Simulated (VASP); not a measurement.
Here is a VASP 6.6.1 calculation.

File INCAR:

```
ALGO = Normal
EDIFF = 1E-8
ENCUT = 520
GGA = PS
ISIF = 2
ISMEAR = -1
LASPH = True
LCHARG = False
LEFG = True
LREAL = False
LWAVE = False
NBANDS = 15
NELM = 60
PREC = Accurate
SIGMA = 0.01
```

File KPOINTS:

```
k-points
0
Gamma
  7 7 7
```

Contents of POSCAR:

```
KCl
1.0
    3.6218460631      0.0000000000      0.0000000000
    0.0000000000      3.6218460631      0.0000000000
    0.0000000000      0.0000000000      3.6218460631
K Cl
1 1
Direct
    0.0000000000      0.0000000000      0.0000000000
    0.5000000000      0.5000000000      0.5000000000
```

Potentials or basis: VASP PAW PBE potentials, release 64 (K_sv, Cl).

Command:

```sh
$ cat potpaw_PBE.64/K_sv/POTCAR potpaw_PBE.64/Cl/POTCAR > POTCAR
$ mpirun -np 1 vasp_std > vasp.out
```

Task: What does it give for the pressure?

Result: 2.7 GPa.

Task: What does it give for the band gap on the k mesh?

Result: 5.45 eV, indirect (least direct gap 5.66 eV).

Caveat: without QUAD_EFG the Cq values of the log hold for a quadrupole moment of 1 mb, not for the nuclei; the PAW data sets were made with another functional, which shifts forces and pressure a little. A k mesh can miss the band edges.
